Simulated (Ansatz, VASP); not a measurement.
**TiAl in VASP and in Ansatz**

POSCAR

```
TiAl
1.0
    3.1713456453      0.0000000000      0.0000000000
    0.0000000000      3.1713456453      0.0000000000
    0.0000000000      0.0000000000      3.1713456453
Ti Al
1 1
Direct
    0.0000000000      0.0000000000      0.0000000000
    0.5000000000      0.5000000000      0.5000000000
```

The input INCAR.step1:

```
  ALGO = Normal
  EDIFF = 1E-4
  ENCUT = 520
  GGA = PE
  ISMEAR = 0
  LASPH = True
  LCHARG = False
  LREAL = False
  LWAVE = True
  NBANDS = 14
  NELM = 80
  PREC = Accurate
  SIGMA = 0.1
```

File INCAR.step2:

```
  ALGO = Normal
  EDIFF = 1E-7
  ENCUT = 520
  ISIF = 2
  ISMEAR = 0
  ISTART = 1
  LASPH = True
  LCHARG = False
  LMIXTAU = True
  LREAL = False
  LWAVE = False
  METAGGA = R2SCAN
  NBANDS = 14
  NELM = 80
  PREC = Accurate
  SIGMA = 0.1
```

The input KPOINTS:

```
k-points
0
Gamma
  14 14 14
```

Input for Ansatz:

```yaml
crystal:
  lattice:
    - [3.1713456453, 0.0, 0.0]
    - [0.0, 3.1713456453, 0.0]
    - [0.0, 0.0, 3.1713456453]
  atoms:
    - { symbol: Ti, position: [0.0, 0.0, 0.0] }
    - { symbol: Al, position: [0.5, 0.5, 0.5] }
kpoints:
  mp_grid: { grid: [14, 14, 14] }
hamiltonian:
  xc: r2scan
scf:
  occupations: { method: gaussian, width: 0.1 }
output:
  forces: true
  eigenvalues: true
  stress: true
accuracy: high
```

Alike in both runs: task single point; functional r2SCAN; k mesh 14 × 14 × 14; occupations gaussian, width 0.1 eV; no spin polarisation.

```csv
,VASP,Ansatz
version,VASP 6.6.1,Ansatz 0.2.0
potentials or method,"VASP PAW PBE potentials, release 64 (Ti_sv, Al)","scalar-relativistic, plane waves, PAW"
plane-wave cutoff (eV),520,500
valence electrons in the cell,15,15
```

|  | VASP | Ansatz | Ansatz less VASP |
| --- | --- | --- | --- |
| gap on the k mesh at the Fermi level (eV) | none | none | - |
| pressure (GPa) | 0.1 | 0.0 | -0.15 |

VASP's potentials were made for PBE, not for r2SCAN. A gap of «none» marks a metal or a gap that the smearing closes.
